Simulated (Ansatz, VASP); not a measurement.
# Sn2GeSe3 in VASP and in Ansatz

The input INCAR:

```
SYSTEM = Sn2GeSe3
ALGO = Normal ; EDIFF = 1E-6
ENCUT = 520 ; GGA = PE
ISIF = 2 ; ISMEAR = 0
LASPH = .True. ; LCHARG = .True.
LELF = .True. ; LREAL = .False.
LVHAR = .True. ; LWAVE = .False.
NBANDS = 39 ; NELM = 100
PREC = Accurate ; SIGMA = 0.1
```

File KPOINTS:

```
k-points
0
Gamma
  3 3 3
  0 0 0
```

POSCAR

```
Sn2GeSe3
1.0
    3.1770397600      1.8342647600      4.9491167900
   -3.1770397600      1.8342647600      4.9491167900
    0.0000000000     -3.6685295200      4.9491167900
Sn Ge Se
2 1 3
Direct
    0.6277570100      0.6277570100      0.6277570100
    0.3722429900      0.3722429900      0.3722429900
    0.0000000000      0.0000000000      0.0000000000
    0.0000000000      0.5000000000      0.0000000000
    0.5000000000      0.0000000000      0.0000000000
    0.0000000000      0.0000000000      0.5000000000
```

Input for Ansatz:

```yaml
crystal:
  lattice:
    - [3.17703976, 1.83426476, 4.94911679]
    - [-3.17703976, 1.83426476, 4.94911679]
    - [0.0, -3.66852952, 4.94911679]
  atoms:
    - { symbol: Sn, position: [0.62775701, 0.62775701, 0.62775701] }
    - { symbol: Sn, position: [0.37224299, 0.37224299, 0.37224299] }
    - { symbol: Ge, position: [0.0, 0.0, 0.0] }
    - { symbol: Se, position: [0.0, 0.5, 0.0] }
    - { symbol: Se, position: [0.5, 0.0, 0.0] }
    - { symbol: Se, position: [0.0, 0.0, 0.5] }
basis:
  ecutwfc: 420
kpoints:
  mp_grid: { grid: [3, 3, 3] }
hamiltonian:
  xc: pbe
scf:
  occupations: { method: gaussian, width: 0.1 }
  lower_state_search: "off"
output:
  forces: true
  stress: true
  eigenvalues: true
```

Change from the starting cell: species swapped into the Zr2Co3Mo type (R-3m, No. 166).

Alike in both runs: task single point; functional PBE; k mesh 3 × 3 × 3; occupations gaussian, width 0.1 eV; no spin polarisation.

```csv
,VASP,Ansatz
version,VASP 6.6.1,Ansatz 0.2.0
potentials or method,"VASP PAW PBE potentials, release 64 (Sn_d, Ge_d, Se), cutoff 520 eV","scalar-relativistic, plane waves, PAW"
valence electrons in the cell,60,90
```

```csv
,VASP,Ansatz,Ansatz less VASP
gap on the k mesh at the Fermi level (eV),none,none,-
pressure (GPa),-6.0,-6.0,+0.02
"traceless stress, the component that is largest in VASP (GPa)",-2.80,-2.80,-0.005
rms of the force components (eV/Å),0.061,0.062,+0.0002
```

Atom by atom the forces differ by 0.000 eV/Å (rms over components). A gap of «none» marks a metal or a gap that the smearing closes. VASP's potentials hold 60 valence electrons a cell and Ansatz's 90, so a difference there can come from the potentials and not from the codes.

The k mesh is coarse, so the values compare programs but aren't converged.
